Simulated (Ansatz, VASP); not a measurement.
## One calculation of Ge2Bi2S, two programs

```
CELL_PARAMETERS angstrom
5.49876 0.00000 0.00000
0.00000 5.49876 0.00000
0.00000 0.00000 5.24239
ATOMIC_POSITIONS crystal
Ge 0.50000 0.00000 0.50000
Ge 0.00000 0.50000 0.50000
Bi 0.50000 0.50000 0.00000
Bi 0.00000 0.00000 0.50000
S 0.00000 0.00000 0.00000
```

Alike in both runs: task relaxation of cell and atoms; functional PBE; k mesh 8 × 8 × 8; occupations gaussian, width 0.1 eV; no spin polarisation.

|  | VASP | Ansatz |
| --- | --- | --- |
| version | VASP 6.6.1 | Ansatz 0.2.0 |
| potentials or method | VASP PAW PBE potentials, release 64 (Ge_d, Bi_d, S), cutoff 600 eV | scalar-relativistic, plane waves, PAW |
| valence electrons in the cell | 64 | 64 |

```tsv
	VASP	Ansatz	Ansatz less VASP
gap on the k mesh at the Fermi level, each at its own relaxed structure (eV)	none	none	-
relaxed volume (Å³/atom)	31.76	31.76	+0.004
relaxed length of the cell vector where the two differ most in proportion (Å)	5.150	5.151	+0.0017
```

A gap of «none» marks a metal or a gap that the smearing closes.

Spin-orbit coupling is off throughout.
